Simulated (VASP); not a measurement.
A run of VASP 6.6.1 is set up as follows.

POSCAR

```
Al
1.0
   -1.5587357247      1.5587357247      1.5587357247
    1.5587357247     -1.5587357247      1.5587357247
    1.5587357247      1.5587357247     -1.5587357247
Al
1
Direct
    0.0000000000      0.0000000000      0.0000000000
```

The input INCAR.step1:

```
SYSTEM = Al
PREC = Accurate ; ENCUT = 520
EDIFF = 1E-5 ; ISMEAR = 1
SIGMA = 0.1 ; LREAL = .False.
LASPH = .True. ; NELM = 60
ALGO = Normal ; ISIF = 2
LWAVE = .True. ; GGA = PE
NBANDS = 8
```

File INCAR.step2:

```
SYSTEM = Al
PREC = Accurate ; ENCUT = 520
EDIFF = 1E-6 ; ISMEAR = 1
SIGMA = 0.1 ; LREAL = .False.
LASPH = .True. ; NELM = 60
ALGO = Normal ; ISIF = 2
LWAVE = .False. ; LCHARG = .True.
GGA = PE ; LHFCALC = .True.
HFSCREEN = 0.2079 ; PRECFOCK = Normal
IVDW = 12 ; VDW_S6 = 1.0
VDW_S8 = 2.31 ; VDW_A1 = 0.383
VDW_A2 = 5.685 ; LELF = .True.
LVHAR = .True. ; ISTART = 1
NBANDS = 8
```

Contents of KPOINTS:

```
Automatic mesh
0
Gamma
  8 8 8
  0 0 0
```

Potentials or basis: VASP PAW PBE potentials, release 64 (Al).

Run with:

```console
$ cat potpaw_PBE.64/Al/POTCAR > POTCAR
$ cp INCAR.step1 INCAR
$ mpirun -np 1 vasp_std > vasp.out
$ cp INCAR.step2 INCAR
$ mpirun -np 1 vasp_std > vasp.out
```

**Question.** Estimate the pressure.

**Answer.** 2.8 GPa.

**Question.** Predict the dispersion energy per atom.

**Answer.** -0.472 eV.

Caveat: three body term missing; the PAW data sets were made with another functional, which shifts forces and pressure a little; pairwise dispersion overbinds metals, which lowers pressure and volume.
